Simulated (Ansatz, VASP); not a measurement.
## One calculation of Sr, two programs

```
Sr
1.0
    -2.06882    2.06882    2.06882
     2.06882   -2.06882    2.06882
     2.06882    2.06882   -2.06882
Sr
1
Direct
  0.00000 0.00000 0.00000
```

Alike in both runs: task single point; functional PBE; k mesh 11 × 11 × 11; occupations fermi-dirac, width 0.0312 eV; no spin polarisation.

|  | VASP | Ansatz |
| --- | --- | --- |
| version | VASP 6.6.1 | Ansatz 0.2.0 |
| potentials or method | VASP PAW PBE potentials, release 64 (Sr_sv), cutoff 520 eV | PAW plane waves |
| valence electrons in the cell | 10 | 10 |

```csv
,VASP,Ansatz,Ansatz less VASP
pressure (GPa),9.8,9.7,-0.07
```
